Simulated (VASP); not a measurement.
Ir:

```
Ir
1.0
     2.75138    0.00000    0.00000
    -1.37569    2.38276    0.00000
     0.00000    0.00000    4.46229
Ir
2
Direct
  0.33333 0.66667 0.25000
  0.66667 0.33333 0.75000
```

* Program: VASP 6.6.1
* Task: relaxation of cell and atoms
* Functional: LDA
* Potentials or basis: VASP PAW LDA potentials, release 64 (Ir)
* Cutoff: 600 eV
* k mesh: 8 × 8 × 5
* Occupations: fermi-dirac, width 0.05 eV
* Spin: no spin polarisation

At the start: pressure -14.9 GPa; volume 14.63 Å³/atom.

How do energy, volume and symmetry change on relaxing?

Over 7 steps the energy falls by 29.2 meV/atom and the volume is 14.03 Å³/atom (-4.1 %); space group P6_3/mmc (No. 194, to 0.05 Å).

The path:
```csv
step,energy change (eV),largest force (eV/Å),pressure (GPa),volume (Å³)
1,0.0000,0.0000,-14.89,29.25
2,1.0119,0.0000,96.09,23.87
3,-0.0580,0.0000,-1.15,28.14
4,-0.0583,0.0000,-0.29,28.07
5,-0.0583,0.0000,0.06,28.05
6,-0.0585,0.0000,0.06,28.05
7,-0.0585,0.0000,0.06,28.05
```

Final structure:
```yaml
crystal:
  lattice:
    - [2.71700, 0.00000, 0.00000]
    - [-1.35850, 2.35299, 0.00000]
    - [0.00000, 0.00000, 4.38796]
  atoms:
    - { symbol: Ir, position: [0.33333, 0.66667, 0.25000] }
    - { symbol: Ir, position: [0.66667, 0.33333, 0.75000] }
```
